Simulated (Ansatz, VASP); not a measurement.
**One calculation of LiH, two programs**

File INCAR:

```
SYSTEM = LiH
ALGO = Normal ; EDIFF = 1E-7
ENCUT = 520 ; GGA = PE
ISIF = 2 ; ISMEAR = 0
LASPH = .True. ; LCHARG = .True.
LELF = .True. ; LREAL = .False.
LVHAR = .True. ; LWAVE = .False.
NBANDS = 9 ; NELM = 80
PREC = Accurate ; SIGMA = 0.05
```

The input KPOINTS:

```
k-points
0
Gamma
  10 10 10
  0 0 0
```

Contents of POSCAR:

```
LiH
1.0
    0.0000000000      2.0325000000      1.9512000000
    2.0325000000      0.0000000000      1.9512000000
    2.0325000000      2.0325000000      0.0000000000
Li H
1 1
Direct
    0.0000000000      0.0000000000      0.0000000000
    0.5000000000      0.5000000000      0.5000000000
```

Input for Ansatz:

```yaml
crystal:
  lattice:
    - [0.0, 2.0325, 1.9512]
    - [2.0325, 0.0, 1.9512]
    - [2.0325, 2.0325, 0.0]
  atoms:
    - { symbol: Li, position: [0.0, 0.0, 0.0] }
    - { symbol: H, position: [0.5, 0.5, 0.5] }
basis:
  ecutwfc: 420
kpoints:
  mp_grid: { grid: [10, 10, 10] }
hamiltonian:
  xc: pbe
scf:
  occupations: { method: gaussian, width: 0.05 }
output:
  forces: true
  stress: true
  eigenvalues: true
  write_density: true
  write_potential: true
  elf: true
  volumetric_format: npy
```

Change from the starting cell: strain +0.000 along x and y, -0.040 along z, atoms carried along.

Alike in both runs: task single point; functional PBE; k mesh 10 × 10 × 10; occupations gaussian, width 0.05 eV; no spin polarisation.

```csv
,VASP,Ansatz
version,VASP 6.6.1,Ansatz 0.2.0
potentials or method,"VASP PAW PBE potentials, release 64 (Li_sv, H), cutoff 520 eV","scalar-relativistic, plane waves, PAW"
valence electrons in the cell,4,4
```

```tsv
	VASP	Ansatz	Ansatz less VASP
gap on the k mesh at the Fermi level (eV)	2.60	2.60	+0.006
least direct gap on the mesh (eV)	2.90	2.91	+0.007
```

Noted on VASP's run: the cutoff is short for stress, so the pressure is rough.
